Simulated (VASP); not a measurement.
# CoSi (rocksalt type) (Fm-3m) in VASP: further runs

Runs on CoSi (rocksalt type). Level: r2SCAN. Tasks: single point.

Program: VASP 6.6.1. These are calculated values, not measurements. Logs are shortened: lines on timing, memory, paths and dates and some standing lists are left out, and cuts for length are marked.

### 1 The cell of the first run

It takes space group Fm-3m (No. 225, cubic). The conventional cell has a = 4.150 Å, b = 4.150 Å, c = 4.150 Å, α = 90.00°, β = 90.00°, γ = 90.00°. Within 2.7 Å of Co (site symmetry m-3m) lie 6 Si at 2.08 Å. Si (site symmetry m-3m) has 6 Co at 2.08 Å within 2.7 Å.

### 2 Single point, r2SCAN (volume scaled by 0.72)

File POSCAR:

```
CoSi
1.0
    0.0000000000      2.0751077132      2.0751077132
    2.0751077132      0.0000000000      2.0751077132
    2.0751077132      2.0751077132      0.0000000000
Co Si
1 1
Direct
    0.0000000000      0.0000000000      0.0000000000
    0.5000000000      0.5000000000      0.5000000000
```

File INCAR.step1:

```
SYSTEM = CoSi
  PREC = Accurate
  ENCUT = 660
  ISMEAR = -1
  SIGMA = 0.1
  LREAL = .False.
  LASPH = .True.
  NELM = 120
  NBANDS = 14
  GGA = PE
  ALGO = Normal
  EDIFF = 1E-5
  LWAVE = .True.
  LCHARG = .False.
  GGA_COMPAT = .False.
```

File INCAR.step2:

```
SYSTEM = CoSi
  PREC = Accurate
  ENCUT = 660
  EDIFF = 1E-6
  ISMEAR = -1
  SIGMA = 0.1
  LREAL = .False.
  LASPH = .True.
  NELM = 120
  ALGO = Normal
  ISIF = 2
  LWAVE = .False.
  LCHARG = .False.
  METAGGA = R2SCAN
  LMIXTAU = .True.
  NBANDS = 14
  ISTART = 1
  GGA_COMPAT = .False.
```

File KPOINTS:

```
regular mesh
0
Gamma
  14 14 14
  0 0 0
```

Potentials or basis: VASP PAW PBE potentials, release 64 (Co, Si).

Launch:

```console
cat potpaw_PBE.64/Co/POTCAR potpaw_PBE.64/Si/POTCAR > POTCAR
cp INCAR.step1 INCAR
mpirun -np 1 vasp_std > vasp.out
cp INCAR.step2 INCAR
mpirun -np 1 vasp_std > vasp.out
```

OUTCAR:

```text
SYSTEM = CoSi
   PREC = Accurate
   ENCUT = 660
   EDIFF = 1E-6
   ISMEAR = -1
   LREAL = .False.
   LASPH = .True.
   NELM = 120
   ISIF = 2
   METAGGA = R2SCAN
   ISTART = 1

 ion  position               nearest neighbor table
   1  0.000  0.000  0.000-   2 2.08   2 2.08   2 2.08   2 2.08   2 2.08   2 2.08
   2  0.500  0.500  0.500-   1 2.08   1 2.08   1 2.08   1 2.08   1 2.08   1 2.08

  LATTYP: Found a face centered cubic cell.
 ALAT       =     4.1502154264

  Lattice vectors:

 A1 = (   0.0000000000,   2.0751077132,   2.0751077132)
 A2 = (   2.0751077132,   0.0000000000,   2.0751077132)
 A3 = (   2.0751077132,   2.0751077132,   0.0000000000)

Analysis of symmetry for initial positions (statically):
=====================================================================
 Subroutine PRICEL returns:
 Original cell was already a primitive cell.

 Routine SETGRP: Setting up the symmetry group for a
 face centered cubic supercell.

 Subroutine GETGRP returns: Found 48 space group operations
 (whereof 48 operations were pure point group operations)
 out of a pool of 48 trial point group operations.

The static configuration has the point symmetry O_h .

Analysis of symmetry for dynamics (positions and initial velocities):
=====================================================================
 Subroutine PRICEL returns:
 Original cell was already a primitive cell.

 Routine SETGRP: Setting up the symmetry group for a
 face centered cubic supercell.

 Subroutine GETGRP returns: Found 48 space group operations
 (whereof 48 operations were pure point group operations)
 out of a pool of 48 trial point group operations.

The dynamic configuration has the point symmetry O_h .

 Subroutine INISYM returns: Found 48 space group operations
 (whereof 48 operations are pure point group operations),
 and found     1 'primitive' translations

----------------------------------------------------------------------------------------

                                     Primitive cell

  volume of cell :      17.8711

  direct lattice vectors                    reciprocal lattice vectors
     0.000000000  2.075107713  2.075107713    -0.240951348  0.240951348  0.240951348
     2.075107713  0.000000000  2.075107713     0.240951348 -0.240951348  0.240951348
     2.075107713  2.075107713  0.000000000     0.240951348  0.240951348 -0.240951348

  length of vectors
     2.934645471  2.934645471  2.934645471     0.417339976  0.417339976  0.417339976

  position of ions in fractional coordinates (direct lattice)
     0.000000000  0.000000000  0.000000000
     0.500000000  0.500000000  0.500000000
[... 83 lines left out ...]
   ISIF   =      2    stress and relaxation
   ISYM   =      2    0-nonsym 1-usesym 2-fastsym
   POTIM  = 0.5000    time-step for ionic-motion
   TEBEG  =    0.0;   TEEND  =   0.0 temperature during run
   PSTRESS=    0.0 pullay stress
   NELECT =      13.0000    total number of electrons
   NUPDOWN=      -1.0000    fix difference up-down
   EMIN   =  10.00;   EMAX   =-10.00  energy-range for DOS
   EFERMI =   0.00;   METHOD = LEGACY
   ISMEAR =    -1;   SIGMA  =   0.10  broadening in eV -4-tet -1-fermi 0-gaus
   EFERMI_NEDOS =   21; number of points for ismear=-14 and -15
   IALGO  =     38    algorithm
   IMIX   =      4    mixing-type and parameters
     AMIX     =   0.40;   BMIX     =  1.00
     AMIX_MAG =   1.60;   BMIX_MAG =  1.00
  volume/ion in A,a.u.               =       8.94        60.30
  Fermi-wavevector in a.u.,A,eV,Ry     =   1.472330  2.782301 29.494125  2.167757
  Thomas-Fermi vector in A             =   2.587358
   LORBIT       =      0    0 simple, 1 ext, 2 COOP (PROOUT), +10 PAW based schemes
   METAGGA = R2SCAN    functional components
   LHFCALC =     F    Hartree Fock is set to
   AEXX    =    0.0000 exact exchange contribution
   IVDW    =     0    specifies the selected vdW correction
   LEPSILON=     F    determine dielectric tensor
   LRPA    =     F    only Hartree local field effects (RPA)
 non-spin polarized calculation
  energy-cutoff  :      660.00
  volume of cell :       17.87
 maximum number of plane-waves:       701
 NGX is ok and might be reduce to    28
   NGX = 13   NGY = 13   NGZ = 13

 number of electron      13.0000001 magnetization

 Free energy of the ion-electron system (eV)
  ---------------------------------------------------
  ext. energy  EPLUGINS =         0.00000000
  ---------------------------------------------------
  free energy    TOTEN  =       -19.56835363 eV

  energy without entropy =      -19.54030784  energy(sigma->0) =      -19.55433073

 E-fermi :  15.5523     XC(G=0): -14.9229

 val. band max:       15.5465734918   @ k =   0.5000   0.5000   0.0000
 cond. band min:      15.6275838995   @ k =   0.5000   0.3571   0.0714
 fundamental gap:      0.0810104077
 Fermi energy:        15.5522883711

 k-point     1 :       0.0000    0.0000    0.0000
  band No.  band energies     occupation
      1      -0.5396      2.00000
      2      11.8021      2.00000
      3      11.8021      2.00000
      4      11.8021      2.00000
      5      12.2338      2.00000
      6      12.2338      2.00000
      7      22.3066      0.00000
      8      22.3066      0.00000
      9      22.3066      0.00000
     10      28.4866      0.00000
     11      28.4866      0.00000
     12      28.4866      0.00000
     13      28.5911      0.00000
     14      34.7963      0.00000
[... 377 lines left out ...]
      1       1.4959      2.00000
      2      10.3907      2.00000
      3      10.8567      2.00000
      4      11.7107      2.00000
      5      12.5047      2.00000
      6      12.9569      2.00000
      7      18.1995      0.00000
      8      20.4221      0.00000
      9      23.5184      0.00000
     10      24.9819      0.00000
     11      26.3313      0.00000
     12      29.9330      0.00000
     13      30.0031      0.00000
     14      34.7207      0.00000

 [... further k-points ...]
[... 5 lines left out ...]
  --------------------------------------------------------------------------------------
  -------------------------------------------------------------------------------------
  Total       12.7985777     12.7985777     12.7985777      0.0000000     -0.0000000      0.0000000
  in kB     1147.4145784   1147.4145784   1147.4145784      0.0000000     -0.0000000      0.0000000
  external PRESSURE =    1147.4145784 kB  Pullay stress =       0.0000000 kB

 VOLUME and BASIS-vectors are now :
 -----------------------------------------------------------------------------
  energy-cutoff  :      660.00
  volume of cell :       17.87
      direct lattice vectors                 reciprocal lattice vectors
     0.000000000  2.075107713  2.075107713    -0.240951348  0.240951348  0.240951348
     2.075107713  0.000000000  2.075107713     0.240951348 -0.240951348  0.240951348
     2.075107713  2.075107713  0.000000000     0.240951348  0.240951348 -0.240951348

 POSITION                                       TOTAL-FORCE (eV/Angst)
 -----------------------------------------------------------------------------------
      0.00000      0.00000      0.00000        -0.000000      0.000000      0.000000
      2.07511      2.07511      2.07511         0.000000     -0.000000     -0.000000
 -----------------------------------------------------------------------------------
    total drift:                               -0.000000      0.000000      0.000000

  FREE ENERGIE OF THE ION-ELECTRON SYSTEM (eV)
  ---------------------------------------------------
  free  energy   TOTEN  =       -19.5683536313 eV

  energy  without entropy=      -19.5403078373  energy(sigma->0) =      -19.55433073
```

OSZICAR.step1:

```text
N       E                     dE             d eps       ncg     rms          rms(c)
DAV:   1     0.578793585390E+02    0.57879E+02   -0.65157E+03  2936   0.123E+03
DAV:   2    -0.848798935989E+01   -0.66367E+02   -0.60213E+02  3242   0.222E+02
DAV:   3    -0.111365525880E+02   -0.26486E+01   -0.26147E+01  3476   0.474E+01
DAV:   4    -0.111707118208E+02   -0.34159E-01   -0.34139E-01  3366   0.489E+00
DAV:   5    -0.111716658407E+02   -0.95402E-03   -0.95400E-03  3568   0.843E-01    0.175E+01
DAV:   6    -0.116429134260E+02   -0.47125E+00   -0.17138E+01  3056   0.658E+01    0.900E+00
DAV:   7    -0.102941092845E+02    0.13488E+01   -0.72845E+00  3152   0.443E+01    0.570E+00
DAV:   8    -0.102390636499E+02    0.55046E-01   -0.11539E-01  3746   0.390E+00    0.910E-01
DAV:   9    -0.102375535429E+02    0.15101E-02   -0.72411E-03  4526   0.101E+00    0.233E-01
DAV:  10    -0.102376045175E+02   -0.50975E-04   -0.25926E-04  3608   0.168E-01    0.251E-02
DAV:  11    -0.102375977120E+02    0.68055E-05   -0.16260E-05  2288   0.657E-02
   1 F= -.10237598E+02 E0= -.10222631E+02  d E =-.299329E-01
```

Run time: 3.6 min. Hardware: 1 thread of AMD EPYC 7R13 (Zen 3), shared host; peak memory 0.16 GiB.

What came out:

- Free energy: -19.5684 eV
- Pressure: 114.7 GPa

Caveat: the PAW data sets were made with another functional, which shifts forces and pressure a little.

### 3 Single point, r2SCAN (volume scaled by 0.72, source ansatz)

POSCAR is that of step 2.

File INCAR.step1:

```
PREC     = Accurate       # precision mode
ENCUT    = 660            # plane-wave cutoff, eV
ISMEAR   = -1             # smearing method
SIGMA    = 0.1            # smearing width, eV
LREAL    = False          # projectors in reciprocal space
LASPH    = True           # aspherical terms in the spheres
NELM     = 120            # most SCF steps
NBANDS   = 14             # bands
GGA      = PE             # functional
ALGO     = Normal         # electronic algorithm
EDIFF    = 1E-5           # SCF threshold, eV
LWAVE    = True           # write WAVECAR
LCHARG   = False          # write CHGCAR
GGA_COMPAT= False
```

File INCAR.step2:

```
PREC     = Accurate       # precision mode
ENCUT    = 660            # plane-wave cutoff, eV
EDIFF    = 1E-6           # SCF threshold, eV
ISMEAR   = -1             # smearing method
SIGMA    = 0.1            # smearing width, eV
LREAL    = False          # projectors in reciprocal space
LASPH    = True           # aspherical terms in the spheres
NELM     = 120            # most SCF steps
ALGO     = Normal         # electronic algorithm
ISIF     = 2              # what is computed and relaxed
LWAVE    = False          # write WAVECAR
LCHARG   = True           # write CHGCAR
METAGGA  = R2SCAN         # meta-GGA
LMIXTAU  = True         
LELF     = True           # ELF
LVHAR    = True         
NBANDS   = 14             # bands
ISTART   = 1            
GGA_COMPAT= False
```

File KPOINTS:

```
regular mesh
0
Gamma
  14 14 14
```

Potentials or basis: VASP PAW PBE potentials, release 64 (Co, Si).

Launch:

```console
cat potpaw_PBE.64/Co/POTCAR potpaw_PBE.64/Si/POTCAR > POTCAR
cp INCAR.step1 INCAR
mpirun -np 1 vasp_std > vasp.out
cp INCAR.step2 INCAR
mpirun -np 1 vasp_std > vasp.out
```

Run time: 3.4 min. Hardware: 1 thread of AMD EPYC 7R13 (Zen 3), shared host; peak memory 0.16 GiB.

It converged, with:

* Free energy: -19.5684 eV
* Pressure: 114.7 GPa

Levels at points of the mesh, in eV from the Fermi level:
| k point | band 2 | band 3 | band 4 | band 5 | band 6 | band 7 | band 8 | band 9 | band 10 | band 11 |
| --- | --- | --- | --- | --- | --- | --- | --- | --- | --- | --- |
| (0.00, 0.00, 0.00) | -3.75 | -3.75 | -3.75 | -3.32 | -3.32 | 6.75 | 6.75 | 6.75 | 12.93 | 12.93 |
| (0.50, 0.00, 0.00) | -9.76 | -4.84 | -4.84 | -1.76 | -1.76 | -0.39 | 7.81 | 7.81 | 8.79 | 9.82 |
| (0.50, 0.50, 0.00) | -7.43 | -5.85 | -2.47 | -1.36 | -1.36 | -0.01 | -0.01 | 0.50 | 8.41 | 8.59 |

Caveat: the PAW data sets were made with another functional, which shifts forces and pressure a little. Spin polarisation is off, so any magnetic state and its effect on volume and gap are missing.

### 4 Single point, r2SCAN (volume scaled by 0.8)

File POSCAR:

```
CoSi
1.0
    0.0000000000      2.1492807132      2.1492807132
    2.1492807132      0.0000000000      2.1492807132
    2.1492807132      2.1492807132      0.0000000000
Co Si
1 1
Direct
    0.0000000000      0.0000000000      0.0000000000
    0.5000000000      0.5000000000      0.5000000000
```

File INCAR.step1:

```
SYSTEM = CoSi
ALGO = Normal
EDIFF = 1E-5
ENCUT = 660
GGA = PE
GGA_COMPAT = .FALSE.
ISMEAR = -1
LASPH = .TRUE.
LCHARG = .FALSE.
LREAL = .FALSE.
LWAVE = .TRUE.
NBANDS = 14
NELM = 120
PREC = Accurate
SIGMA = 0.1
```

File INCAR.step2:

```
SYSTEM = CoSi
ALGO = Normal
EDIFF = 1E-6
ENCUT = 660
GGA_COMPAT = .FALSE.
ISIF = 2
ISMEAR = -1
ISTART = 1
LASPH = .TRUE.
LCHARG = .TRUE.
LELF = .TRUE.
LMIXTAU = .TRUE.
LREAL = .FALSE.
LVHAR = .TRUE.
LWAVE = .FALSE.
METAGGA = R2SCAN
NBANDS = 14
NELM = 120
PREC = Accurate
SIGMA = 0.1
```

File KPOINTS:

```
k-points
0
G
  14 14 14
  0 0 0
```

Potentials or basis: VASP PAW PBE potentials, release 64 (Co, Si).

Launch:

```console
cat potpaw_PBE.64/Co/POTCAR potpaw_PBE.64/Si/POTCAR > POTCAR
cp INCAR.step1 INCAR
mpirun -np 1 vasp_std > vasp.out
cp INCAR.step2 INCAR
mpirun -np 1 vasp_std > vasp.out
```

OUTCAR:

```text
SYSTEM = CoSi
   EDIFF = 1E-6
   ENCUT = 660
   ISIF = 2
   ISMEAR = -1
   ISTART = 1
   LASPH = .TRUE.
   LREAL = .FALSE.
   METAGGA = R2SCAN
   NELM = 120
   PREC = Accurate

 ion  position               nearest neighbor table
   1  0.000  0.000  0.000-   2 2.15   2 2.15   2 2.15   2 2.15   2 2.15   2 2.15
   2  0.500  0.500  0.500-   1 2.15   1 2.15   1 2.15   1 2.15   1 2.15   1 2.15

  LATTYP: Found a face centered cubic cell.
 ALAT       =     4.2985614264

  Lattice vectors:

 A1 = (   0.0000000000,   2.1492807132,   2.1492807132)
 A2 = (   2.1492807132,   0.0000000000,   2.1492807132)
[... 586 lines left out ...]
     11      23.8664      0.00000
     12      27.3050      0.00000
     13      27.3419      0.00000
     14      31.7016      0.00000

 [... further k-points ...]
[... 5 lines left out ...]
  --------------------------------------------------------------------------------------
  -------------------------------------------------------------------------------------
  Total        7.6912840      7.6912840      7.6912840     -0.0000000     -0.0000000      0.0000000
  in kB      620.5831955    620.5831955    620.5831955     -0.0000000     -0.0000000      0.0000000
  external PRESSURE =     620.5831955 kB  Pullay stress =       0.0000000 kB

 VOLUME and BASIS-vectors are now :
 -----------------------------------------------------------------------------
  energy-cutoff  :      660.00
  volume of cell :       19.86
      direct lattice vectors                 reciprocal lattice vectors
     0.000000000  2.149280713  2.149280713    -0.232635968  0.232635968  0.232635968
     2.149280713  0.000000000  2.149280713     0.232635968 -0.232635968  0.232635968
     2.149280713  2.149280713  0.000000000     0.232635968  0.232635968 -0.232635968

 POSITION                                       TOTAL-FORCE (eV/Angst)
 -----------------------------------------------------------------------------------
      0.00000      0.00000      0.00000        -0.000000      0.000000      0.000000
      2.14928      2.14928      2.14928         0.000000     -0.000000      0.000000
 -----------------------------------------------------------------------------------
    total drift:                               -0.000000      0.000000      0.000000

  FREE ENERGIE OF THE ION-ELECTRON SYSTEM (eV)
  ---------------------------------------------------
  free  energy   TOTEN  =       -20.6394417790 eV

  energy  without entropy=      -20.6069999399  energy(sigma->0) =      -20.62322086
```

OSZICAR.step1:

```text
N       E                     dE             d eps       ncg     rms          rms(c)
DAV:   1     0.553567630241E+02    0.55357E+02   -0.65104E+03  2952   0.121E+03
DAV:   2    -0.981688497692E+01   -0.65174E+02   -0.59336E+02  3230   0.219E+02
DAV:   3    -0.123956926730E+02   -0.25788E+01   -0.25410E+01  3560   0.462E+01
DAV:   4    -0.124315419198E+02   -0.35849E-01   -0.35829E-01  3334   0.489E+00
DAV:   5    -0.124326343867E+02   -0.10925E-02   -0.10924E-02  3662   0.888E-01    0.152E+01
DAV:   6    -0.135391673255E+02   -0.11065E+01   -0.24944E+01  3032   0.753E+01    0.111E+01
DAV:   7    -0.114057419622E+02    0.21334E+01   -0.10509E+01  3158   0.507E+01    0.405E+00
DAV:   8    -0.113805512889E+02    0.25191E-01   -0.90479E-02  3522   0.236E+00    0.118E+00
DAV:   9    -0.113764837734E+02    0.40675E-02   -0.12492E-02  4370   0.143E+00    0.220E-01
DAV:  10    -0.113765545142E+02   -0.70741E-04   -0.50245E-04  3478   0.247E-01    0.456E-02
DAV:  11    -0.113765429697E+02    0.11544E-04   -0.42249E-05  3306   0.990E-02    0.133E-02
DAV:  12    -0.113765401894E+02    0.27803E-05   -0.44930E-06  1654   0.272E-02
   1 F= -.11376540E+02 E0= -.11359103E+02  d E =-.348746E-01
```

It took 3.1 min on 1 thread of AMD EPYC 7R13 (Zen 3), shared host; peak memory 0.16 GiB.

Results:

```yaml
Free_energy: -20.6394 eV
Pressure: 62.1 GPa
```

Levels at points of the mesh, in eV from the Fermi level:
```csv
k point,band 2,band 3,band 4,band 5,band 6,band 7,band 8,band 9,band 10,band 11
"(0.00, 0.00, 0.00)",-3.12,-3.12,-3.12,-2.77,-2.77,6.05,6.05,6.05,12.35,12.35
"(0.50, 0.00, 0.00)",-8.82,-4.20,-4.20,-1.45,-1.45,-0.35,7.61,7.61,8.47,8.85
"(0.50, 0.50, 0.00)",-6.72,-4.88,-2.05,-1.12,-1.12,-0.01,-0.01,0.46,7.45,8.05
```

Caveat: the PAW data sets were made with another functional, which shifts forces and pressure a little. Spin polarisation is off, so any magnetic state and its effect on volume and gap are missing.

(Continued in part 2 of 2.)
